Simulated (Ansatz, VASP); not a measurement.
# SiC: VASP beside Ansatz

INCAR

```
SYSTEM = SiC
  PREC = Accurate
  ENCUT = 520
  EDIFF = 1E-6
  ISMEAR = -1
  SIGMA = 0.08
  LREAL = .FALSE.
  LASPH = .TRUE.
  NELM = 60
  ALGO = Normal
  ISIF = 2
  LWAVE = .FALSE.
  LCHARG = .FALSE.
  GGA = PS
  NBANDS = 16
```

The input KPOINTS:

```
Automatic mesh
0
G
  15 15 8
  0 0 0
```

Contents of POSCAR:

```
SiC
1.0
    3.0759982064      0.0461399731      0.0461399731
   -1.4980407144      2.6408226022      0.0168884023
    0.0757200000      0.0757200000      5.0480000000
Si C
2 2
Direct
    0.3333333333      0.6666666667      0.0000000000
    0.6666666667      0.3333333333      0.5000000000
    0.3333333333      0.6666666667      0.3850000000
    0.6666666667      0.3333333333      0.8850000000
```

Input for Ansatz:

```yaml
crystal:
  lattice:
    - [3.0759982064, 0.0461399731, 0.0461399731]
    - [-1.4980407144, 2.6408226022, 0.0168884023]
    - [0.07572, 0.07572, 5.048]
  atoms:
    - { symbol: Si, position: [0.3333333333, 0.6666666667, 0.0] }
    - { symbol: Si, position: [0.6666666667, 0.3333333333, 0.5] }
    - { symbol: C, position: [0.3333333333, 0.6666666667, 0.385] }
    - { symbol: C, position: [0.6666666667, 0.3333333333, 0.885] }
kpoints:
  mp_grid: { grid: [15, 15, 8] }
  band_path:
    path:
      - [0.0, 0.0, 0.0]
      - [0.0, -0.5, 0.0]
      - [0.0, 0.0, 0.5]
      - [0.0, 0.0, 0.0]
      - [-0.5, 0.0, 0.0]
      - [-0.5, 0.5, -0.5]
      - [0.0, 0.0, 0.0]
      - [-0.5, 0.0, -0.5]
      - [-0.5, 0.5, 0.0]
    npoints: 5
scf:
  occupations: { method: fermi_dirac, width: 0.08 }
hamiltonian:
  xc: pbesol
  pseudopotentials: { kind: all_electron, lapw: { basis_error: 0.001 } }
output:
  forces: true
  stress: true
  eigenvalues: true
```

Change from the starting cell: equal xy, yz and zx shear strains of +3 %.

Alike in both runs: task single point; functional PBEsol; k mesh 15 × 15 × 8; occupations fermi-dirac, width 0.08 eV; no spin polarisation.

```csv
,VASP,Ansatz
version,VASP 6.6.1,Ansatz 0.2.0
potentials or method,"VASP PAW PBE potentials, release 64 (Si, C), cutoff 520 eV","all-electron LAPW, scalar-relativistic"
```

Ansatz gave:

* pressure (GPa): 0.5
* traceless stress, the component that is largest in VASP (GPa): -7.27
* rms of the force components (eV/Å): 0.488

Which values does VASP return?

Pressure (GPa): 0.9; traceless stress, the component that is largest in VASP (GPa): -7.33; rms of the force components (eV/Å): 0.492.

VASP's potentials were made for PBE, not for PBEsol. Atom by atom the forces differ by 0.005 eV/Å (rms over components). Ansatz ran all-electron here, and VASP with PAW potentials.
